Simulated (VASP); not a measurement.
# In (Im-3m) in VASP: settings compared, part 2 of 2

VASP 6.6.1.

### 5 Single point, BLYP

This run uses another cell than the first one, of 26.69 Å³/atom, 1.076 times its volume.

INCAR

```
AGGAC = 1.0
AGGAX = 1.0
ALDAC = 0.0
ALDAX = 1.0
ALGO = Normal
EDIFF = 1E-6
ENCUT = 520
GGA = B5
ISIF = 2
ISMEAR = -1
LASPH = T
LCHARG = F
LREAL = F
LWAVE = F
NBANDS = 12
NELM = 60
PREC = Accurate
SIGMA = 0.05
```

KPOINTS

```
k-points
0
Gamma
  10 10 10
```

POSCAR

```
In
1.0
   -1.8825252400      1.8825252400      1.8825252400
    1.8825252400     -1.8825252400      1.8825252400
    1.8825252400      1.8825252400     -1.8825252400
In
1
Direct
    0.0000000000      0.0000000000      0.0000000000
```

Potentials or basis: VASP PAW PBE potentials, release 64 (In_d).

On the command line:

```
$ cat potpaw_PBE.64/In_d/POTCAR > POTCAR
$ mpirun -np 1 vasp_std > vasp.out
```

OUTCAR:

```text
EDIFF = 1E-6
   ENCUT = 520
   GGA = B5
   ISIF = 2
   ISMEAR = -1
   LASPH = T
   LREAL = F
   NELM = 60
   PREC = Accurate

 ion  position               nearest neighbor table
   1  0.000  0.000  0.000-

  LATTYP: Found a body centered cubic cell.
 ALAT       =     3.7650504800

  Lattice vectors:

 A1 = (  -1.8825252400,   1.8825252400,   1.8825252400)
 A2 = (   1.8825252400,  -1.8825252400,   1.8825252400)
 A3 = (   1.8825252400,   1.8825252400,  -1.8825252400)

Analysis of symmetry for initial positions (statically):
=====================================================================
 Subroutine PRICEL returns:
 Original cell was already a primitive cell.

 Routine SETGRP: Setting up the symmetry group for a
 body centered cubic supercell.

 Subroutine GETGRP returns: Found 48 space group operations
 (whereof 48 operations were pure point group operations)
 out of a pool of 48 trial point group operations.

The static configuration has the point symmetry O_h .

Analysis of symmetry for dynamics (positions and initial velocities):
=====================================================================
 Subroutine PRICEL returns:
[... 159 lines left out ...]
 Fermi energy:         7.7155567395

 k-point     1 :       0.0000    0.0000    0.0000
  band No.  band energies     occupation
      1      -6.9527      2.00000
      2      -6.9527      2.00000
      3      -6.9527      2.00000
      4      -6.6849      2.00000
      5      -6.6849      2.00000
      6      -1.6243      2.00000
      7      18.3653      0.00000
      8      18.3653      0.00000
      9      18.3653      0.00000
     10      21.0322      0.00000
     11      21.0322      0.00000
     12      21.0322      0.00000
[... 331 lines left out ...]
 k-point    24 :      -0.3000    0.3000    0.1000
  band No.  band energies     occupation
      1      -6.9791      2.00000
      2      -6.9143      2.00000
      3      -6.7538      2.00000
      4      -6.6997      2.00000
      5      -6.6798      2.00000
      6       0.6853      2.00000
      7      10.0011      0.00000
      8      13.7409      0.00000
      9      15.0260      0.00000
     10      18.7328      0.00000
     11      19.7223      0.00000
     12      20.6415      0.00000

 [... further k-points ...]
[... 5 lines left out ...]
  --------------------------------------------------------------------------------------
  -------------------------------------------------------------------------------------
  Total        0.9249465      0.9249465      0.9249465      0.0000000     -0.0000000      0.0000000
  in kB       55.5321885     55.5321885     55.5321885      0.0000000     -0.0000000      0.0000000
  external PRESSURE =      55.5321885 kB  Pullay stress =       0.0000000 kB

 VOLUME and BASIS-vectors are now :
 -----------------------------------------------------------------------------
  energy-cutoff  :      520.00
  volume of cell :       26.69
      direct lattice vectors                 reciprocal lattice vectors
    -1.882525240  1.882525240  1.882525240     0.000000000  0.265600689  0.265600689
     1.882525240 -1.882525240  1.882525240     0.265600689  0.000000000  0.265600689
     1.882525240  1.882525240 -1.882525240     0.265600689  0.265600689  0.000000000

 POSITION                                       TOTAL-FORCE (eV/Angst)
 -----------------------------------------------------------------------------------
      0.00000      0.00000      0.00000        -0.000000      0.000000     -0.000000
 -----------------------------------------------------------------------------------
    total drift:                               -0.000000      0.000000      0.000000

  FREE ENERGIE OF THE ION-ELECTRON SYSTEM (eV)
  ---------------------------------------------------
  free  energy   TOTEN  =        -1.7987123266 eV

  energy  without entropy=       -1.7941712403  energy(sigma->0) =       -1.79644178
```

OSZICAR:

```text
N       E                     dE             d eps       ncg     rms          rms(c)
DAV:   1     0.787151929080E+02    0.78715E+02   -0.63205E+03  1156   0.136E+03
DAV:   2     0.210923367593E+01   -0.76606E+02   -0.74614E+02  1200   0.291E+02
DAV:   3    -0.173921864562E+01   -0.38485E+01   -0.38377E+01  1380   0.649E+01
DAV:   4    -0.183233421820E+01   -0.93116E-01   -0.93092E-01  1444   0.100E+01
DAV:   5    -0.183609421589E+01   -0.37600E-02   -0.37599E-02  1484   0.175E+00    0.230E+00
DAV:   6    -0.180415096974E+01    0.31943E-01   -0.55924E-02  1376   0.481E+00    0.100E+00
DAV:   7    -0.179913955623E+01    0.50114E-02   -0.13655E-02  1780   0.213E+00    0.242E-01
DAV:   8    -0.179870301094E+01    0.43655E-03   -0.69977E-04  1360   0.433E-01    0.239E-02
DAV:   9    -0.179870814737E+01   -0.51364E-05   -0.19284E-05  1432   0.662E-02    0.168E-02
DAV:  10    -0.179871227708E+01   -0.41297E-05   -0.47773E-06  1248   0.189E-02    0.189E-03
DAV:  11    -0.179871232661E+01   -0.49528E-07   -0.11285E-07   776   0.366E-03
   1 F= -.17987123E+01 E0= -.17964418E+01  d E =-.454109E-02
```

stdout:

```text
POSCAR found type information on POSCAR In
 POSCAR found :  1 types and       1 ions
 scaLAPACK will be used
 -----------------------------------------------------------------------------
|                                                                             |
|                                                                             |
|     You enforced a specific xc type in the INCAR file but a different       |
|     I HOPE YOU KNOW WHAT YOU ARE DOING!                                     |
|                                                                             |
 -----------------------------------------------------------------------------

 LDA part: xc-table for (Slater(with rela. corr.)+VWN5), standard interpolation
 POSCAR, INCAR and KPOINTS ok, starting setup
 FFT: planning ... GRIDC
 FFT: planning ... GRID_SOFT
 FFT: planning ... GRID
 WAVECAR not read
 entering main loop
```

It took 19 s on 1 thread of AMD EPYC 7R13 (Zen 3), shared host; peak memory 0.11 GiB.

What came out:

| Property | Result |
| --- | --- |
| Free energy | -1.7987 eV |
| Pressure | 5.6 GPa |

Caveat: the PAW data sets were made with another functional, which shifts forces and pressure a little; spin-orbit coupling is left out, which moves the levels of the heavy elements.

### 6 Single point, PBE

This run uses another cell than the first one, of 26.69 Å³/atom, 1.076 times its volume.

INCAR

```
SYSTEM = In
PREC = Accurate
ENCUT = 520
EDIFF = 1E-6
ISMEAR = 0
SIGMA = 0.012
LREAL = .False.
LASPH = .True.
NELM = 100
ALGO = Normal
ISIF = 2
LWAVE = .False.
LCHARG = .True.
GGA = PE
LELF = .True.
LVHAR = .True.
NBANDS = 12
```

KPOINTS

```
regular mesh
0
Gamma
  10 10 10
  0 0 0
```

POSCAR is that of step 5.

Potentials or basis: VASP PAW PBE potentials, release 64 (In_d).

On the command line:

```
$ cat potpaw_PBE.64/In_d/POTCAR > POTCAR
$ mpirun -np 1 vasp_std > vasp.out
```

Run time: 11 s. Hardware: 1 thread of AMD EPYC 7R13 (Zen 3), shared host; peak memory 0.11 GiB.

The run converged. Its results:

```
Free energy : -2.5473 eV
Pressure    : 1.5 GPa
```

Levels at points of the mesh, in eV from the Fermi level:
| k point | band 3 | band 4 | band 5 | band 6 | band 7 | band 8 | band 9 | band 10 |
| --- | --- | --- | --- | --- | --- | --- | --- | --- |
| (0.00, 0.00, 0.00) | -14.62 | -14.36 | -14.36 | -9.36 | 10.94 | 10.94 | 10.94 | 12.99 |
| (0.50, 0.00, 0.00) | -14.37 | -14.36 | -14.19 | -3.88 | -3.07 | 5.88 | 7.31 | 10.04 |
| (0.50, 0.50, 0.50) | -14.23 | -14.23 | -14.23 | 0.94 | 1.31 | 1.31 | 1.31 | 5.28 |

Caveat: spin-orbit coupling is left out, which moves the levels of the heavy elements.

### 7 Summary

```tsv
level	potentials or basis	cell	smearing	gap on the mesh (eV)	pressure (GPa)
LDA	VASP PAW LDA potentials, release 64 (In_d)	a = 3.182 Å, angles 109.5°, 1 atom	fermi-dirac 0.05 eV	none	0.0
RPBE	VASP PAW PBE potentials, release 64 (In_d)	a = 3.261 Å, angles 109.5°, 1 atom	fermi-dirac 0.05 eV	none	3.1
revPBE	VASP PAW PBE potentials, release 64 (In_d)	a = 3.261 Å, angles 109.5°, 1 atom	fermi-dirac 0.05 eV	none	2.6
BLYP	VASP PAW PBE potentials, release 64 (In_d)	a = 3.261 Å, angles 109.5°, 1 atom	fermi-dirac 0.05 eV	none	5.6
PBE	VASP PAW PBE potentials, release 64 (In_d)	a = 3.261 Å, angles 109.5°, 1 atom	gaussian 0.012 eV	none	1.5
```

Alike in all rows: task single point; no spin polarisation; k mesh 10 × 10 × 10; cutoff (eV) 520.

Caveats: spin-orbit coupling is left out, which moves the levels of the heavy elements; the PAW data sets were made with another functional, which shifts forces and pressure a little (some runs).

Total energies depend on the potentials used, so only differences within one code and one set of settings carry meaning.
